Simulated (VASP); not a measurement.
# MgC8 (P6/mmm) in VASP: notebook

The runs below take MgC8 through relaxation of cell and atoms, single point, with PBE.

Everything below comes from runs of VASP 6.6.1. Logs are shortened: lines on timing, memory, paths and dates and some standing lists are left out, and cuts for length are marked.

## 1. The cell of the first run

The structure is hexagonal, space group P6/mmm (No. 191). Conventional cell: a = 6.372 Å, b = 6.372 Å, c = 4.738 Å, α = 90.00°, β = 90.00°, γ = 120.00°. Mg (site symmetry 6/mmm) has 6 C at 2.53 Å within 3.3 Å. Within 1.8 Å of C (site symmetry m2m) lie 1 C at 1.32 Å. C (site symmetry -6m2) has 6 C at 1.95 Å within 2.6 Å.

The cell was generated, and may not be a known phase.

## 2. Relaxation of cell and atoms, PBE

INCAR reads:

```
SYSTEM = MgC8
ALGO     = Normal         ! electronic algorithm
EDIFF    = 1E-7           ! SCF threshold, eV
EDIFFG   = -0.01          ! ionic threshold
ENCUT    = 840            ! plane-wave cutoff, eV
GGA      = PE             ! functional
GGA_COMPAT= .False.      
IBRION   = 2              ! ionic algorithm
ISIF     = 3              ! what is computed and relaxed
ISMEAR   = 0              ! smearing method
LASPH    = .True.         ! aspherical terms in the spheres
LCHARG   = .False.        ! write CHGCAR
LREAL    = .False.        ! projectors in reciprocal space
LWAVE    = .False.        ! write WAVECAR
NELM     = 120            ! most SCF steps
NELMIN   = 4            
NSW      = 100            ! ionic steps
PREC     = Accurate       ! precision mode
SIGMA    = 0.01           ! smearing width, eV
```

KPOINTS reads:

```
k-points
0
Gamma
  6 6 8
  0 0 0
```

POSCAR reads:

```
MgC8
1.0
    6.3715448126      0.0000000000      0.0000000000
   -3.1857724063      5.5179196691      0.0000000000
    0.0000000000      0.0000000000      4.7375501461
Mg C
1 8
Direct
    0.0000000000      0.0000000000      0.5000000000
    0.6032202728      0.0000000000      0.5000000000
    0.0000000000      0.6032202728      0.5000000000
    0.3967797272      0.3967797272      0.5000000000
    0.3967797272      0.0000000000      0.5000000000
    0.0000000000      0.3967797272      0.5000000000
    0.6032202728      0.6032202728      0.5000000000
    0.3333333333      0.6666666667      0.5000000000
    0.6666666667      0.3333333333      0.5000000000
```

Potentials or basis: VASP PAW PBE potentials, release 64 (Mg_sv, C).

Run with:

```sh
$ cat potpaw_PBE.64/Mg_sv/POTCAR potpaw_PBE.64/C/POTCAR > POTCAR
$ mpirun -np 1 vasp_std > vasp.out
```

OUTCAR:

```text
SYSTEM = MgC8
   EDIFF = 1E-7
   EDIFFG = -0.01
   ENCUT = 840
   GGA = PE
   IBRION = 2
   ISIF = 3
   ISMEAR = 0
   LASPH = .True.
   LREAL = .False.
   NELM = 120
   NELMIN = 4
   NSW = 100
   PREC = Accurate

 ion  position               nearest neighbor table
   1  0.000  0.000  0.500-
   2  0.603  0.000  0.500-   5 1.32   9 1.95   8 1.95
   3  0.000  0.603  0.500-   6 1.32   8 1.95   9 1.95
   4  0.397  0.397  0.500-   7 1.32   9 1.95   8 1.95
   5  0.397  0.000  0.500-   2 1.32   8 1.95   9 1.95
   6  0.000  0.397  0.500-   3 1.32   9 1.95   8 1.95
   7  0.603  0.603  0.500-   4 1.32   8 1.95   9 1.95
   8  0.333  0.667  0.500-   3 1.95   5 1.95   6 1.95   2 1.95   7 1.95   4 1.95
   9  0.667  0.333  0.500-   6 1.95   2 1.95   3 1.95   5 1.95   4 1.95   7 1.95

  LATTYP: Found a hexagonal cell.
 ALAT       =     6.3715448126
 C/A-ratio  =     0.7435481167

  Lattice vectors:

 A1 = (   6.3715448126,   0.0000000000,   0.0000000000)
 A2 = (  -3.1857724063,   5.5179196691,   0.0000000000)
 A3 = (   0.0000000000,   0.0000000000,   4.7375501461)

Analysis of symmetry for initial positions (statically):
=====================================================================
 Subroutine PRICEL returns:
 Original cell was already a primitive cell.

 Routine SETGRP: Setting up the symmetry group for a
 hexagonal supercell.

 Subroutine GETGRP returns: Found 24 space group operations
 (whereof 24 operations were pure point group operations)
 out of a pool of 24 trial point group operations.

The static configuration has the point symmetry D_6h.

Analysis of symmetry for dynamics (positions and initial velocities):
=====================================================================
 Subroutine PRICEL returns:
 Original cell was already a primitive cell.

 Routine SETGRP: Setting up the symmetry group for a
 hexagonal supercell.

 Subroutine GETGRP returns: Found 24 space group operations
 (whereof 24 operations were pure point group operations)
 out of a pool of 24 trial point group operations.

The dynamic configuration has the point symmetry D_6h.

 Subroutine INISYM returns: Found 24 space group operations
 (whereof 24 operations are pure point group operations),
 and found     1 'primitive' translations

----------------------------------------------------------------------------------------

                                     Primitive cell

  volume of cell :     166.5612

  direct lattice vectors                    reciprocal lattice vectors
     6.371544813  0.000000000  0.000000000     0.156947809  0.090613860  0.000000000
    -3.185772406  5.517919669  0.000000000     0.000000000  0.181227720  0.000000000
     0.000000000  0.000000000  4.737550146     0.000000000  0.000000000  0.211079560

  length of vectors
     6.371544813  6.371544813  4.737550146     0.181227720  0.181227720  0.211079560

  position of ions in fractional coordinates (direct lattice)
     0.000000000  0.000000000  0.500000000
     0.603220273  0.000000000  0.500000000
     0.000000000  0.603220273  0.500000000
     0.396779727  0.396779727  0.500000000
     0.396779727  0.000000000  0.500000000
     0.000000000  0.396779727  0.500000000
     0.603220273  0.603220273  0.500000000
     0.333333333  0.666666667  0.500000000
     0.666666667  0.333333333  0.500000000

  ion indices of the primitive-cell ions
   primitive index   ion index
                 1           1
                 2           2
                 3           3
                 4           4
                 5           5
                 6           6
                 7           7
                 8           8
                 9           9

----------------------------------------------------------------------------------------

 KPOINTS: k-points

Automatic generation of k-mesh.
 Grid dimensions read from file:
 generate k-points for:    6    6    8

 Generating k-lattice:

  Cartesian coordinates                     Fractional coordinates (reciprocal lattice)
     0.026157968  0.015102310  0.000000000     0.166666667  0.000000000  0.000000000
     0.000000000  0.030204620  0.000000000     0.000000000  0.166666667  0.000000000
     0.000000000  0.000000000  0.026384945     0.000000000  0.000000000  0.125000000

  Length of vectors
     0.030204620  0.030204620  0.026384945

  Shift w.r.t. Gamma in fractional coordinates (k-lattice)
     0.000000000  0.000000000  0.000000000

 Subroutine IBZKPT returns following result:
 ===========================================

 Found     35 irreducible k-points:

 Following reciprocal coordinates:
            Coordinates               Weight
  0.000000  0.000000  0.000000      1.000000
  0.166667  0.000000  0.000000      6.000000
  0.333333  0.000000  0.000000      6.000000
  0.500000  0.000000  0.000000      3.000000
  0.166667  0.166667  0.000000      6.000000
  0.333333  0.166667  0.000000     12.000000
[... 16 lines left out ...]
  0.166667  0.000000  0.375000     12.000000
  0.333333  0.000000  0.375000     12.000000
 [... further k-points ...]
   k-points           NKPTS =     35   k-points in BZ     NKDIM =     35   number of bands    NBANDS=     26
   number of dos      NEDOS =    301   number of ions     NIONS =      9
   total plane-waves  NPLWV = 172800
   dimension x,y,z NGX =    60 NGY =   60 NGZ =   48
   dimension x,y,z NGXF=   120 NGYF=  120 NGZF=   96
   ions per type =               1   8
   NGX,Y,Z   is equivalent  to a cutoff of  15.66, 15.66, 16.84 a.u.
   NGXF,Y,Z  is equivalent  to a cutoff of  31.31, 31.31, 33.69 a.u.
 SYSTEM =  MgC8
   PREC   = accura    normal or accurate (medium, high low for compatibility)
   ISTART =      0    job   : 0-new  1-cont  2-samecut
   ICHARG =      2    charge: 1-file 2-atom 10-const
   ISPIN  =      1    spin polarized calculation?
   LNONCOLLINEAR =      F non collinear calculations
   LSORBIT =      F    spin-orbit coupling
   LASPH  =      T    aspherical Exc in radial PAW
   ENCUT  =  840.0 eV  61.74 Ry    7.86 a.u.  15.06 15.06 11.20*2*pi/ulx,y,z
   NELM   =    120;   NELMIN=  4; NELMDL= -5     # of ELM steps
   EDIFF  = 0.1E-06   stopping-criterion for ELM
   LREAL  =      F    real-space projection
   EDIFFG = -.1E-01   stopping-criterion for IOM
   NSW    =    100    number of steps for IOM
   IBRION =      2    ionic relax: 0-MD 1-quasi-New 2-CG
   NFREE  =      1    steps in history (QN), initial steepest desc. (CG)
   ISIF   =      3    stress and relaxation
   ISYM   =      2    0-nonsym 1-usesym 2-fastsym
   POTIM  = 0.5000    time-step for ionic-motion
   TEBEG  =    0.0;   TEEND  =   0.0 temperature during run
   PSTRESS=    0.0 pullay stress
   NELECT =      42.0000    total number of electrons
   NUPDOWN=      -1.0000    fix difference up-down
   EMIN   =  10.00;   EMAX   =-10.00  energy-range for DOS
   EFERMI =   0.00;   METHOD = LEGACY
   ISMEAR =     0;   SIGMA  =   0.01  broadening in eV -4-tet -1-fermi 0-gaus
   EFERMI_NEDOS =   21; number of points for ismear=-14 and -15
   IALGO  =     38    algorithm
   IMIX   =      4    mixing-type and parameters
     AMIX     =   0.40;   BMIX     =  1.00
     AMIX_MAG =   1.60;   BMIX_MAG =  1.00
  volume/ion in A,a.u.               =      18.51       124.89
  Fermi-wavevector in a.u.,A,eV,Ry     =   1.034268  1.954484 14.554305  1.069711
  Thomas-Fermi vector in A             =   2.168555
   LORBIT       =      0    0 simple, 1 ext, 2 COOP (PROOUT), +10 PAW based schemes
   GGA     = PE    functional components
   LHFCALC =     F    Hartree Fock is set to
   AEXX    =    0.0000 exact exchange contribution
   IVDW    =     0    specifies the selected vdW correction
   LEPSILON=     F    determine dielectric tensor
   LRPA    =     F    only Hartree local field effects (RPA)
 conjugate gradient relaxation of ions
 non-spin polarized calculation
 Gauss-broadening in eV      SIGMA  =   0.01
  energy-cutoff  :      840.00
  volume of cell :      166.56
 maximum number of plane-waves:      9228
   NGX = 31   NGY = 31   NGZ = 23

--------------------------------------- Ionic step        1  -------------------------------------------

 number of electron      41.9999986 magnetization

 Free energy of the ion-electron system (eV)
  ---------------------------------------------------
  ext. energy  EPLUGINS =         0.00000000
  ---------------------------------------------------
  free energy    TOTEN  =       -50.67104606 eV

  energy without entropy =      -50.67079553  energy(sigma->0) =      -50.67092080

------------------------ aborting loop because EDIFF is reached ----------------------------------------

  FORCE on cell =-STRESS in cart. coord.  units (eV):
  Direction    XX          YY          ZZ          XY          YZ          ZX
  --------------------------------------------------------------------------------------
  -------------------------------------------------------------------------------------
  Total       -1.2836809     -1.2836809      0.2209445      0.0000000      0.0000000      0.0000000
  in kB      -12.3479178    -12.3479178      2.1252981      0.0000000      0.0000000      0.0000000
  external PRESSURE =      -7.5235125 kB  Pullay stress =       0.0000000 kB
[... 110 lines left out ...]
  FREE ENERGIE OF THE ION-ELECTRON SYSTEM (eV)
  ---------------------------------------------------
  free  energy   TOTEN  =       -50.6768459057 eV

  energy  without entropy=      -50.6766105010  energy(sigma->0) =      -50.67672820

[... ionic steps 4 to 18 ...]

--------------------------------------- Ionic step       19  -------------------------------------------

 number of electron      41.9999998 magnetization

------------------------ aborting loop because EDIFF is reached ----------------------------------------
[... 38 lines left out ...]
--------------------------------------- Ionic step       20  -------------------------------------------

 number of electron      42.0000003 magnetization

 E-fermi :   0.0130     XC(G=0):  -7.0598

 val. band max:       -0.0399494870   @ k =   0.1667   0.1667   0.3750
 cond. band min:       0.0129599401   @ k =   0.1667   0.1667   0.2500
 fundamental gap:      0.0529094271
 Fermi energy:         0.0129599401

 k-point     1 :       0.0000    0.0000    0.0000
  band No.  band energies     occupation
      1     -76.3917      2.00000
      2     -43.2858      2.00000
      3     -43.0804      2.00000
      4     -43.0804      2.00000
      5     -16.6497      2.00000
      6     -14.7470      2.00000
[... 729 lines left out ...]
--------------------------------------- Ionic step       21  -------------------------------------------

 number of electron      41.9999998 magnetization

 Free energy of the ion-electron system (eV)
  ---------------------------------------------------
  ext. energy  EPLUGINS =         0.00000000
  ---------------------------------------------------
  free energy    TOTEN  =       -50.68686622 eV

  energy without entropy =      -50.68663114  energy(sigma->0) =      -50.68674868

 E-fermi :  -0.0832     XC(G=0):  -6.9477

 val. band max:       -0.0832487841   @ k =   0.1667   0.1667   0.2500
 cond. band min:      -0.0383345859   @ k =   0.1667   0.1667   0.1250
 fundamental gap:      0.0449141982
 Fermi energy:        -0.0832487841

 k-point     1 :       0.0000    0.0000    0.0000
  band No.  band energies     occupation
      1     -76.4714      2.00000
      2     -43.3657      2.00000
      3     -43.1606      2.00000
      4     -43.1606      2.00000
      5     -16.7557      2.00000
      6     -14.8458      2.00000
[... 723 lines left out ...]
  FREE ENERGIE OF THE ION-ELECTRON SYSTEM (eV)
  ---------------------------------------------------
  free  energy   TOTEN  =       -50.6868662205 eV

  energy  without entropy=      -50.6866311415  energy(sigma->0) =      -50.68674868

 reached required accuracy - stopping structural energy minimisation
```

Wall time 32 min (1 thread of Intel Xeon 6975P-C (Granite Rapids), shared host); peak memory 0.58 GiB.

What came out:

```yaml
Free_energy: -50.6869 eV
Relaxed_volume: 19.40 Å³/atom
Relaxed_cell: a = 6.334 Å, b = 6.334 Å, c = 5.026 Å, α = 90.00°, β = 90.00°, γ = 120.00°
Space_group_after_relaxing_to_0.1_Å: P6/mmm (No. 191)
Energy_gained_by_relaxing: 1.8 meV/atom
Ionic_steps: 21
Pressure_after_relaxing: 0.0 GPa
Largest_force_after_relaxing: 0.006 eV/Å
Band_gap_on_the_k_mesh: zero (bands 21 and 22 overlap by 0.20 eV)
```

Forces in eV/Å, atoms in the order of the input:
```
Mg   0.000  0.000  0.000
C    0.006  0.000  0.000
C   -0.003  0.005  0.000
C   -0.003 -0.005  0.000
C   -0.006  0.000  0.000
C    0.003 -0.005  0.000
C    0.003  0.005  0.000
C    0.000  0.000  0.000
C    0.000  0.000  0.000
```

The path:
| step | energy change (eV) | largest force (eV/Å) | pressure (GPa) | volume (Å³) |
| --- | --- | --- | --- | --- |
| 1 | 0.0000 | 0.0170 | -0.75 | 166.56 |
| 2 | -0.0039 | 0.4447 | 0.67 | 164.47 |
| 3 | -0.0058 | 0.2885 | 0.15 | 165.23 |
| 4 | -0.0091 | 0.0142 | 0.09 | 164.52 |
| 5 | -0.0091 | 0.0021 | 0.09 | 164.56 |
| 6 | -0.0092 | 0.0031 | 0.08 | 164.64 |
| 7 | -0.0094 | 0.0186 | 0.03 | 164.87 |
| 8 | -0.0096 | 0.0492 | -0.08 | 165.34 |
| 9 | -0.0096 | 0.1101 | -0.29 | 166.27 |
| 10 | -0.0097 | 0.0780 | -0.19 | 165.79 |
| 11 | -0.0097 | 0.0768 | -0.19 | 165.80 |
| 12 | -0.0097 | 0.0724 | -0.18 | 165.85 |
| 13 | -0.0098 | 0.0638 | -0.18 | 165.96 |
| 14 | -0.0100 | 0.0466 | -0.17 | 166.16 |
| 15 | -0.0102 | 0.0117 | -0.17 | 166.57 |
| 16 | -0.0104 | 0.0586 | -0.15 | 167.39 |
| 17 | -0.0106 | 0.0572 | -0.14 | 167.55 |
| 18 | -0.0112 | 0.0536 | -0.13 | 168.02 |
| 19 | -0.0123 | 0.0471 | -0.12 | 168.96 |
| 20 | -0.0140 | 0.0334 | -0.09 | 170.85 |
| 21 | -0.0158 | 0.0059 | -0.04 | 174.60 |

Final structure:
```
Mg C
1.0
     6.33376    0.00000    0.00000
    -3.16688    5.48519    0.00000
     0.00000    0.00000    5.02571
Mg C
1 8
Direct
  0.00000 0.00000 0.50000
  0.60386 0.00000 0.50000
  0.00000 0.60386 0.50000
  0.39614 0.39614 0.50000
  0.39614 0.00000 0.50000
  0.00000 0.39614 0.50000
  0.60386 0.60386 0.50000
  0.33333 0.66667 0.50000
  0.66667 0.33333 0.50000
```

[end of part 1 of 2]

The gap in the log of VASP goes by the Fermi energy; the results here count the filled bands.